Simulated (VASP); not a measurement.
Here is a VASP 6.6.1 calculation.

The input POSCAR:

```
In
1.0
   -1.8440955744      1.8440955744      1.8440955744
    1.8440955744     -1.8440955744      1.8440955744
    1.8440955744      1.8440955744     -1.8440955744
In
1
Direct
    0.0000000000      0.0000000000      0.0000000000
```

File INCAR.step1:

```
SYSTEM = In
PREC = Accurate
ENCUT = 520
EDIFF = 1E-5
ISMEAR = -1
SIGMA = 0.05
LREAL = .False.
LASPH = .True.
NELM = 80
ALGO = Normal
ISIF = 2
LWAVE = .True.
LCHARG = .False.
GGA = PE
NBANDS = 12
```

INCAR.step2

```
SYSTEM = In
PREC = Accurate
ENCUT = 520
EDIFF = 1E-6
ISMEAR = -1
SIGMA = 0.05
LREAL = .False.
LASPH = .True.
NELM = 80
ALGO = Normal
ISIF = 2
LWAVE = .False.
LCHARG = .False.
GGA = PE
LHFCALC = .True.
AEXX = 0.25
PRECFOCK = Normal
ISTART = 1
NBANDS = 12
```

KPOINTS

```
regular mesh
0
Gamma
  6 6 6
  0 0 0
```

Potentials or basis: VASP PAW PBE potentials, release 64 (In_d).

The run is started by

```bash
$ cat potpaw_PBE.64/In_d/POTCAR > POTCAR
$ cp INCAR.step1 INCAR
$ mpirun -np 1 vasp_std > vasp.out
$ cp INCAR.step2 INCAR
$ mpirun -np 1 vasp_std > vasp.out
```

Task: Predict the band gap on the k mesh.

Result: Zero (an odd number of electrons rules out a gap without spin polarisation).

Task: Estimate the pressure.

Result: 2.2 GPa.

Caveat: the k points lie up to 0.40 Å⁻¹ apart, too coarse for converged energies and pressures of a metal; the PAW data sets were made with another functional, which shifts forces and pressure a little; spin-orbit coupling is left out, which moves the levels of the heavy elements.
